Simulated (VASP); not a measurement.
## Mg: single point with PBE

The system is Mg.

```
Mg
1.0
     0.00000    3.23200    3.23200
     3.23200    0.00000    3.23200
     3.23200    3.23200    0.00000
Mg
1
Direct
  0.00000 0.00000 0.00000
```

```yaml
Program: VASP 6.6.1
Task: single point
Functional: PBE
Potentials_or_basis: VASP PAW PBE potentials, release 64 (Mg)
Cutoff: 520 eV
k_mesh: 8 × 8 × 8
Occupations: gaussian, width 0.1 eV
Spin: no spin polarisation
Dipole_correction: no
Further_INCAR_settings: ALGO = Normal; EDIFF = 1e-06; NBANDS = 7
```

```
Pressure : -1.8 GPa
```

Levels at points of the mesh, in eV from the Fermi level:
```tsv
k point	band 1	band 2	band 3	band 4	band 5
(0.00, 0.00, 0.00)	-3.25	5.97	5.97	5.97	7.59
(0.50, 0.00, 0.00)	-1.20	0.08	5.18	5.18	6.66
(0.50, 0.50, 0.00)	-0.32	0.62	3.50	3.50	4.57
```

Wall time 9.7 s on 1 thread of Intel(R) Xeon(R) Platinum 8259CL CPU @ 2.50GHz (Skylake/Cascade Lake), on a shared host, peak memory 0.2 GiB.
